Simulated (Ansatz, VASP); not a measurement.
# One calculation of HfN, two programs

```xyz
2
Lattice="0.0000 2.2560 2.2560 2.2560 0.0000 2.2560 2.2560 2.2560 0.0000" Properties=species:S:1:pos:R:3 pbc="T T T"
Hf    0.0000    0.0000    0.0000
N     2.2560    2.2560    2.2560
```

Alike in both runs: task single point; functional PBE; k mesh 13 × 13 × 13; no spin polarisation.

```csv
,VASP,Ansatz
version,VASP 6.6.1,Ansatz 0.2.0
potentials or method,"VASP PAW PBE potentials, release 64 (Hf_pv, N)","plane waves, PAW"
plane-wave cutoff (eV),520,420
occupations,"methfessel-paxton of order 1, width 0.1 eV","cold, width 0.1 eV"
valence electrons in the cell,15,31
```

VASP gave:

- pressure (GPa): 4.1

Q: Estimate Ansatz's values.

A: Pressure (GPa): 6.5.

VASP's potentials hold 15 valence electrons a cell and Ansatz's 31, so a difference there can come from the potentials and not from the codes.

Neither program's run includes spin-orbit coupling.
